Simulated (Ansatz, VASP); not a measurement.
**Al9H in VASP and in Ansatz**

```
CELL_PARAMETERS angstrom
2.85432 0.00000 0.00000
-1.42716 9.70333 0.00000
0.00000 0.00000 21.79027
ATOMIC_POSITIONS crystal
Al 0.53245 0.06490 0.18357
Al 0.67097 0.34194 0.22928
Al 0.29867 0.59735 0.23842
Al 0.92638 0.85275 0.24756
Al 0.06397 0.12774 0.29371
Al 0.19959 0.40427 0.34526
Al 0.82885 0.65971 0.35245
Al 0.45264 0.91113 0.36076
Al 0.59252 0.18146 0.40340
H 0.71752 0.30646 0.49840
```

Alike in both runs: task single point; functional PBE; k mesh 9 × 3 × 1; occupations gaussian, width 0.1 eV; no spin polarisation.

|  | VASP | Ansatz |
| --- | --- | --- |
| version | VASP 6.6.1 | Ansatz 0.2.0 |
| potentials or method | VASP PAW PBE potentials, release 64 (Al, H), cutoff 520 eV | scalar-relativistic, plane waves, PAW |
| valence electrons in the cell | 28 | 28 |

|  | VASP | Ansatz | Ansatz less VASP |
| --- | --- | --- | --- |
| gap on the k mesh at the Fermi level (eV) | none | none | - |
| rms of the force components (eV/Å) | 0.444 | 0.444 | -0.0001 |

Atom by atom the forces differ by 0.001 eV/Å (rms over components). A gap of «none» marks a metal or a gap that the smearing closes. Ansatz's warnings: xc potential rough in thin density.
